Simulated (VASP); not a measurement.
Wanted: the native input for a VASP 6.6.1 run.

- Task: relaxation of shape and atoms at fixed volume
- Functional: PBE
- Potentials or basis: VASP PAW PBE potentials, release 64 (Mg, Zn, O)
- Cutoff: 600 eV
- k mesh: 12 × 12 × 4
- Occupations: gaussian, width 0.1 eV
- Spin: no spin polarisation
- Dipole correction: no
- Further INCAR settings: ALGO = Normal; EDIFF = 1e-06; IBRION = 2; EDIFFG = -0.01; NSW = 50; ISIF = 4

The structure of Mg2Zn3O lies in POSCAR:

```
Mg2Zn3O
1.0
    2.9895345377      0.0000000000      0.0000000000
   -1.4947672689      2.5890128552      0.0000000000
    0.0000000000      0.0000000000     11.0257336443
Mg Zn O
2 3 1
Direct
    0.6666666667      0.3333333333      0.8880825490
    0.3333333333      0.6666666667      0.1119174510
    0.3333333333      0.6666666667      0.6867786260
    0.0000000000      0.0000000000      0.5000000000
    0.6666666667      0.3333333333      0.3132213740
    0.0000000000      0.0000000000      0.0000000000
```

The input as run:

INCAR

```
SYSTEM = Mg2Zn3O
  PREC = Accurate
  ENCUT = 600
  EDIFF = 1E-6
  ISMEAR = 0
  SIGMA = 0.1
  LREAL = .FALSE.
  LASPH = .TRUE.
  NELM = 100
  ALGO = Normal
  ISIF = 4
  LWAVE = .FALSE.
  LCHARG = .FALSE.
  GGA = PE
  IBRION = 2
  NSW = 50
  EDIFFG = -0.01
```

KPOINTS

```
regular mesh
0
G
  12 12 4
  0 0 0
```

Potentials or basis: VASP PAW PBE potentials, release 64 (Mg, Zn, O).

Launch:

```console
$ cat potpaw_PBE.64/Mg/POTCAR potpaw_PBE.64/Zn/POTCAR potpaw_PBE.64/O/POTCAR > POTCAR
$ mpirun -np 1 vasp_std > vasp.out
```

It gave:

```json
{
  "Energy gained by relaxing": "0.2 meV/atom",
  "Ionic steps": "7",
  "Pressure after relaxing": "2.1 GPa",
  "Largest force after relaxing": "0.004 eV/Å",
  "Band gap on the k mesh": "zero (bands 23 and 24 overlap by 1.75 eV)"
}
```

Run time: 4.2 min on 1 thread of AMD EPYC 9R45 96-Core Processor (Zen 5), on a shared host, peak memory 0.32 GiB.
